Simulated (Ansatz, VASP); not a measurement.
## Yb: VASP beside Ansatz

The input INCAR:

```
  ALGO = Normal
  EDIFF = 1E-6
  EDIFFG = -0.005
  ENCUT = 600
  GGA = PE
  IBRION = 2
  ISIF = 3
  ISMEAR = -1
  LASPH = T
  LCHARG = F
  LREAL = F
  LWAVE = F
  NELM = 60
  NSW = 60
  PREC = Accurate
  SIGMA = 0.05
```

KPOINTS

```
k-points
0
Gamma
  13 13 13
```

Contents of POSCAR:

```
Yb
1.0
    0.0000000000      2.6115853807      2.6115853807
    2.6115853807      0.0000000000      2.6115853807
    2.6115853807      2.6115853807      0.0000000000
Yb
1
Direct
    0.0000000000      0.0000000000      0.0000000000
```

Input for Ansatz:

```yaml
crystal:
  lattice:
    - [0.0, 2.6115853807, 2.6115853807]
    - [2.6115853807, 0.0, 2.6115853807]
    - [2.6115853807, 2.6115853807, 0.0]
  atoms:
    - { symbol: Yb, position: [0.0, 0.0, 0.0] }
kpoints:
  mp_grid: { grid: [13, 13, 13] }
scf:
  occupations: { method: fermi_dirac, width: 0.05 }
hamiltonian:
  xc: pbe
  pseudopotentials: { kind: paw }
output:
  forces: true
  stress: true
  write_density: true
  write_potential: true
  elf: true
  volumetric_format: npy
relax:
  f_tol: 0.005
  max_steps: 40
  cell: {}
```

Alike in both runs: task relaxation of cell and atoms; functional PBE; k mesh 13 × 13 × 13; occupations fermi-dirac, width 0.05 eV; no spin polarisation.

```csv
,VASP,Ansatz
version,VASP 6.6.1,Ansatz 0.2.0
potentials or method,"VASP PAW PBE potentials, release 64 (Yb)","PAW with Ansatz's default frozen-core files, scalar-relativistic"
plane-wave cutoff (eV),600,420
valence electrons in the cell,24,24
```

VASP gave:

* relaxed volume (Å³/atom): 35.25
* relaxed cell length with the largest relative difference (Å): 3.680

**Question.** Estimate Ansatz's values.

**Answer.** Relaxed volume (Å³/atom): 35.62; relaxed cell length with the largest relative difference (Å): 3.693.

Neither program's run includes spin-orbit coupling.
